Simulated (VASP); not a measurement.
A run of VASP 6.6.1:

File INCAR:

```
ALGO = Fast ; EDIFF = 1E-6
ENCUT = 520 ; GGA = PS
ISIF = 2 ; ISMEAR = 0
ISPIN = 2 ; LASPH = T
LCHARG = F ; LMAXMIX = 4
LORBIT = 11 ; LREAL = F
LWAVE = F ; MAGMOM = -0.17
NBANDS = 16 ; NELM = 150
PREC = Accurate ; SIGMA = 0.01
```

Contents of KPOINTS:

```
k-points
0
Gamma
  10 10 10
```

POSCAR

```
Zr
1.0
   -1.8100000000      1.8100000000      1.8100000000
    1.8100000000     -1.8100000000      1.8100000000
    1.8100000000      1.8100000000     -1.8100000000
Zr
1
Direct
    0.0000000000      0.0000000000      0.0000000000
```

Potentials or basis: VASP PAW PBE potentials, release 64 (Zr_sv).

Launch:

```bash
$ cat potpaw_PBE.64/Zr_sv/POTCAR > POTCAR
$ mpirun -np 1 vasp_std > vasp.out
```

Hardware: 1 thread of AMD EPYC 7R13, on a shared host.

Estimate the wall time of this run.

It took 57 s on 1 thread of AMD EPYC 7R13, with other jobs on the host, peak memory 0.16 GiB. Counts: scf iterations 15, k points 47.
